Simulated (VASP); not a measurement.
# Sb (Fm-3m) in VASP: single point with PBE

Aim: the single point of Sb with PBE.

All numbers are computed with VASP 6.6.1; they aren't measurements. Logs are shortened: lines on timing, memory, paths and dates and some standing lists are left out, and cuts for length are marked.

## Step 1: The cell of the first run

The structure is cubic, space group Fm-3m (No. 225). The conventional cell has a = 4.791 Å, b = 4.791 Å, c = 4.791 Å, α = 90.00°, β = 90.00°, γ = 90.00°. Sb (site symmetry m-3m) has 12 Sb at 3.39 Å within 4.5 Å.

## Step 2: Single point, PBE

Contents of INCAR:

```
SYSTEM = Sb
PREC = Accurate
ENCUT = 520
EDIFF = 1E-6
ISMEAR = -1
SIGMA = 0.05
LREAL = .False.
LASPH = .True.
NELM = 100
ALGO = Normal
ISIF = 2
LWAVE = .False.
LCHARG = .True.
GGA = PE
LELF = .True.
LVHAR = .True.
NBANDS = 12
```

Contents of KPOINTS:

```
regular mesh
0
Gamma
  10 10 7
  0 0 0
```

Contents of POSCAR:

```
Sb
1.0
    2.3957138508      2.3957138508      0.0000000000
   -2.3957138508      2.3957138508      0.0000000000
    0.0000000000      0.0000000000      4.7914277015
Sb
2
Direct
    0.0000000000      0.0000000000      0.0000000000
    0.5000000000      0.5000000000      0.5000000000
```

Potentials or basis: VASP PAW PBE potentials, release 64 (Sb).

The run is started by

```sh
$ cat potpaw_PBE.64/Sb/POTCAR > POTCAR
$ mpirun -np 1 vasp_std > vasp.out
```

OUTCAR:

```text
SYSTEM = Sb
   PREC = Accurate
   ENCUT = 520
   EDIFF = 1E-6
   ISMEAR = -1
   LREAL = .False.
   LASPH = .True.
   NELM = 100
   ISIF = 2
   GGA = PE

 ion  position               nearest neighbor table
   1  0.000  0.000  0.000-   2 3.39   2 3.39   2 3.39   2 3.39   2 3.39   2 3.39   2 3.39   2 3.39

   2  0.500  0.500  0.500-   1 3.39   1 3.39   1 3.39   1 3.39   1 3.39   1 3.39   1 3.39   1 3.39

  LATTYP: Found a simple tetragonal cell.
 ALAT       =     3.3880510194
 C/A-ratio  =     1.4142135623

  Lattice vectors:

 A1 = (   2.3957138508,   2.3957138508,   0.0000000000)
 A2 = (  -2.3957138508,   2.3957138508,   0.0000000000)
 A3 = (   0.0000000000,   0.0000000000,   4.7914277015)

Analysis of symmetry for initial positions (statically):
=====================================================================
 Subroutine PRICEL returns following result:

  LATTYP: Found a face centered cubic cell.
 ALAT       =     4.7914277016

  Lattice vectors:

 A1 = (   0.0000000000,  -2.3957138508,  -2.3957138508)
 A2 = (   2.3957138508,   0.0000000000,  -2.3957138507)
 A3 = (   2.3957138508,  -2.3957138508,  -0.0000000000)

   2 primitive cells build up your supercell.

 Routine SETGRP: Setting up the symmetry group for a
 simple tetragonal supercell.

 Subroutine GETGRP returns: Found 16 space group operations
 (whereof 16 operations were pure point group operations)
 out of a pool of 16 trial point group operations.

The static configuration has the point symmetry D_4h.

Analysis of symmetry for dynamics (positions and initial velocities):
=====================================================================
 Subroutine PRICEL returns following result:

  LATTYP: Found a face centered cubic cell.
 ALAT       =     4.7914277016

  Lattice vectors:

 A1 = (   0.0000000000,  -2.3957138508,  -2.3957138508)
 A2 = (   2.3957138508,   0.0000000000,  -2.3957138507)
 A3 = (   2.3957138508,  -2.3957138508,  -0.0000000000)

   2 primitive cells build up your supercell.

 Routine SETGRP: Setting up the symmetry group for a
 simple tetragonal supercell.

 Subroutine GETGRP returns: Found 16 space group operations
 (whereof 16 operations were pure point group operations)
 out of a pool of 16 trial point group operations.

[... 103 lines left out ...]
   NFREE  =      0    steps in history (QN), initial steepest desc. (CG)
   ISIF   =      2    stress and relaxation
   ISYM   =      2    0-nonsym 1-usesym 2-fastsym
   POTIM  = 0.5000    time-step for ionic-motion
   TEBEG  =    0.0;   TEEND  =   0.0 temperature during run
   PSTRESS=    0.0 pullay stress
   NELECT =      10.0000    total number of electrons
   NUPDOWN=      -1.0000    fix difference up-down
   EMIN   =  10.00;   EMAX   =-10.00  energy-range for DOS
   EFERMI =   0.00;   METHOD = LEGACY
   ISMEAR =    -1;   SIGMA  =   0.05  broadening in eV -4-tet -1-fermi 0-gaus
   EFERMI_NEDOS =   21; number of points for ismear=-14 and -15
   IALGO  =     38    algorithm
   IMIX   =      4    mixing-type and parameters
     AMIX     =   0.40;   BMIX     =  1.00
     AMIX_MAG =   1.60;   BMIX_MAG =  1.00
  volume/ion in A,a.u.               =      27.50       185.58
  Fermi-wavevector in a.u.,A,eV,Ry     =   0.927442  1.752610 11.703022  0.860148
  Thomas-Fermi vector in A             =   2.053512
   LORBIT       =      0    0 simple, 1 ext, 2 COOP (PROOUT), +10 PAW based schemes
   GGA     = PE    functional components
   LHFCALC =     F    Hartree Fock is set to
   AEXX    =    0.0000 exact exchange contribution
   IVDW    =     0    specifies the selected vdW correction
   LEPSILON=     F    determine dielectric tensor
   LRPA    =     F    only Hartree local field effects (RPA)
 non-spin polarized calculation
  energy-cutoff  :      520.00
  volume of cell :       55.00
 maximum number of plane-waves:      1497
 NGX is ok and might be reduce to    28
   NGX = 13   NGY = 13   NGZ = 17

 number of electron      10.0000000 magnetization

 number of electron       9.9999999 magnetization

 Free energy of the ion-electron system (eV)
  ---------------------------------------------------
  ext. energy  EPLUGINS =         0.00000000
  ---------------------------------------------------
  free energy    TOTEN  =        -7.63833357 eV

  energy without entropy =       -7.62449878  energy(sigma->0) =       -7.63141617

 E-fermi :   8.2376     XC(G=0): -10.1423

 val. band max:        8.2229949740   @ k =   0.5000   0.0000   0.1429
 cond. band min:       8.2624124243   @ k =   0.3000   0.0000   0.2857
 fundamental gap:      0.0394174504
 Fermi energy:         8.2376391360

 k-point     1 :       0.0000    0.0000    0.0000
  band No.  band energies     occupation
      1      -4.5104      2.00000
      2       0.6891      2.00000
      3       3.4434      2.00000
      4       8.6248      0.00087
      5       8.6248      0.00087
      6      12.3815      0.00000
      7      12.8684      0.00000
      8      13.4182      0.00000
      9      13.4182      0.00000
     10      13.4182      0.00000
     11      18.1371      0.00000
     12      18.1378      0.00000
[... 331 lines left out ...]
 k-point    24 :       0.2000    0.0000    0.1429
  band No.  band energies     occupation
      1      -3.8654      2.00000
      2       0.1636      2.00000
      3       4.4124      2.00000
      4       6.4705      2.00000
      5       9.2805      0.00000
      6       9.4488      0.00000
      7      12.4160      0.00000
      8      13.0037      0.00000
      9      13.1911      0.00000
     10      16.6752      0.00000
     11      16.7188      0.00000
     12      18.7095      0.00000

 [... further k-points ...]

------------------------ aborting loop because EDIFF is reached ----------------------------------------

  FORCE on cell =-STRESS in cart. coord.  units (eV):
  Direction    XX          YY          ZZ          XY          YZ          ZX
  --------------------------------------------------------------------------------------
  -------------------------------------------------------------------------------------
  Total        0.0124532      0.0124532     -0.1847627      0.0000000      0.0000000      0.0000000
  in kB        0.3627674      0.3627674     -5.3822032      0.0000000      0.0000000      0.0000000
  external PRESSURE =      -1.5522228 kB  Pullay stress =       0.0000000 kB

 VOLUME and BASIS-vectors are now :
 -----------------------------------------------------------------------------
  energy-cutoff  :      520.00
  volume of cell :       55.00
      direct lattice vectors                 reciprocal lattice vectors
     2.395713851  2.395713851  0.000000000     0.208706061  0.208706061  0.000000000
    -2.395713851  2.395713851  0.000000000    -0.208706061  0.208706061  0.000000000
     0.000000000  0.000000000  4.791427701     0.000000000  0.000000000  0.208706061

 POSITION                                       TOTAL-FORCE (eV/Angst)
 -----------------------------------------------------------------------------------
      0.00000      0.00000      0.00000        -0.000000     -0.000000     -0.000000
      0.00000      2.39571      2.39571         0.000000      0.000000      0.000000
 -----------------------------------------------------------------------------------
    total drift:                               -0.000000      0.000000      0.000000

  FREE ENERGIE OF THE ION-ELECTRON SYSTEM (eV)
  ---------------------------------------------------
  free  energy   TOTEN  =        -7.6383335651 eV

  energy  without entropy=       -7.6244987769  energy(sigma->0) =       -7.63141617
```

stdout:

```text
POSCAR found type information on POSCAR Sb
 POSCAR found :  1 types and       2 ions
 scaLAPACK will be used
 LDA part: xc-table for (Slater+PW92), standard interpolation
 POSCAR, INCAR and KPOINTS ok, starting setup
 FFT: planning ... GRIDC
 FFT: planning ... GRID_SOFT
 FFT: planning ... GRID
 WAVECAR not read
 entering main loop
```

Wall time 41 s (1 thread of AMD EPYC 7R43 (Zen 3), shared host); peak memory 0.16 GiB.

Results:

- Free energy: -7.6383 eV
- Pressure: -0.2 GPa
- Band gap on the k mesh: zero (band 5 reaches 11.53 eV, above the bottom of band 6 at 5.68 eV)

Caveat: spin-orbit coupling is left out, which moves the levels of the heavy elements.
